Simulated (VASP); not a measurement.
A run of VASP 6.6.1:

Contents of INCAR:

```
  PREC = Accurate
  ENCUT = 520
  EDIFF = 1E-6
  ISMEAR = 0
  SIGMA = 0.15
  LREAL = False
  LASPH = True
  NELM = 100
  ALGO = Fast
  ISIF = 2
  LWAVE = False
  LCHARG = True
  GGA = PS
  LELF = True
  LVHAR = True
  NBANDS = 14
```

The input KPOINTS:

```
Automatic mesh
0
Gamma
  22 22 22
```

File POSCAR:

```
Rh
1.0
    0.0000000000      1.9015500000      1.9348271250
    1.9015500000      0.0000000000      1.9348271250
    1.9015500000      1.9015500000      0.0000000000
Rh
1
Direct
    0.0000000000      0.0000000000      0.0000000000
```

Potentials or basis: VASP PAW PBE potentials, release 64 (Rh_pv).

The run is started by

```console
$ cat potpaw_PBE.64/Rh_pv/POTCAR > POTCAR
$ mpirun -np 1 vasp_std > vasp.out
```

Hardware: 1 thread of Intel(R) Xeon(R) Platinum 8259CL CPU @ 2.50GHz (Skylake/Cascade Lake), on a shared host.

Task: Estimate the wall time of this run.

Result: Run time: 110 s on 1 thread of Intel(R) Xeon(R) Platinum 8259CL CPU @ 2.50GHz (Skylake/Cascade Lake) (shared host), peak memory 0.25 GiB. Counts: scf iterations 11, k points 834.
